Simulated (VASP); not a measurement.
Set up this calculation in VASP 6.6.1, as the native input.

```yaml
Task: single point
Functional: PBE
Potentials_or_basis: VASP PAW PBE potentials, release 64 (Mo_sv)
Cutoff: 520 eV
k_mesh: 22 × 22 × 22
Occupations: gaussian, width 0.15 eV
Spin: no spin polarisation
Dipole_correction: no
Further_INCAR_settings: ALGO = Fast; EDIFF = 1e-07; NBANDS = 13
```

The structure of Mo lies in POSCAR:

```
Mo
1.0
    0.0000000000      2.1065600551      1.9500426430
    2.1065600551      0.0000000000      1.9500426430
    2.1065600551      2.1065600551      0.0000000000
Mo
1
Direct
    0.0000000000      0.0000000000      0.0000000000
```

This cell differs from its parent crystal: volume 17.307 Å^3 an atom, c/a of the conventional cell 0.9257.

These files were run (other wordings do the same):

INCAR

```
PREC = Accurate
ENCUT = 520
EDIFF = 1E-7
ISMEAR = 0
SIGMA = 0.15
LREAL = False
LASPH = True
NELM = 60
ALGO = Fast
ISIF = 2
LWAVE = False
LCHARG = False
GGA = PE
NBANDS = 13
```

KPOINTS

```
regular mesh
0
Gamma
  22 22 22
```

Potentials or basis: VASP PAW PBE potentials, release 64 (Mo_sv).

The run is started by

```sh
$ cat potpaw_PBE.64/Mo_sv/POTCAR > POTCAR
$ mpirun -np 1 vasp_std > vasp.out
```

Results of the run:

```yaml
Pressure: -15.4 GPa
Band_gap_on_the_k_mesh: zero (band 7 reaches 14.16 eV, above the bottom of band 8 at 10.14 eV)
```

It took 74 s on 1 thread of Intel(R) Xeon(R) 6975P-C (Granite Rapids), with other jobs on the host, peak memory 0.29 GiB.
